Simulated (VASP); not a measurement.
Input of a VASP 6.6.1 run:

The input INCAR:

```
  PREC = Accurate
  ENCUT = 600
  EDIFF = 1E-6
  ISMEAR = 0
  SIGMA = 0.1
  LREAL = False
  LASPH = True
  NELM = 100
  ALGO = Normal
  ISIF = 3
  LWAVE = False
  LCHARG = False
  GGA = PE
  IBRION = 2
  NSW = 100
  EDIFFG = -0.01
```

Contents of KPOINTS:

```
Automatic mesh
0
Gamma
  12 12 8
```

POSCAR

```
AgBr2
1.0
    3.9671581206      0.0000000000      0.0000000000
    0.0000000000      3.9671581206      0.0000000000
    0.0000000000      0.0000000000      6.1842606596
Ag Br
1 2
Direct
    0.0000000000      0.0000000000      0.0000000000
    0.5000000000      0.0000000000      0.2705256199
    0.0000000000      0.5000000000      0.7294743801
```

Potentials or basis: VASP PAW PBE potentials, release 64 (Ag, Br).

Launch:

```bash
$ cat potpaw_PBE.64/Ag/POTCAR potpaw_PBE.64/Br/POTCAR > POTCAR
$ mpirun -np 1 vasp_std > vasp.out
```

(1) What does it give for the space group after relaxing (to 0.05 Å)?

(2) Predict the relaxed volume.

Answers

(1) P-4m2 (No. 115).

(2) 32.59 Å³/atom.

Caveat: an odd number of electrons without spin polarisation forces a metal; a magnetic or distorted state may lie lower.
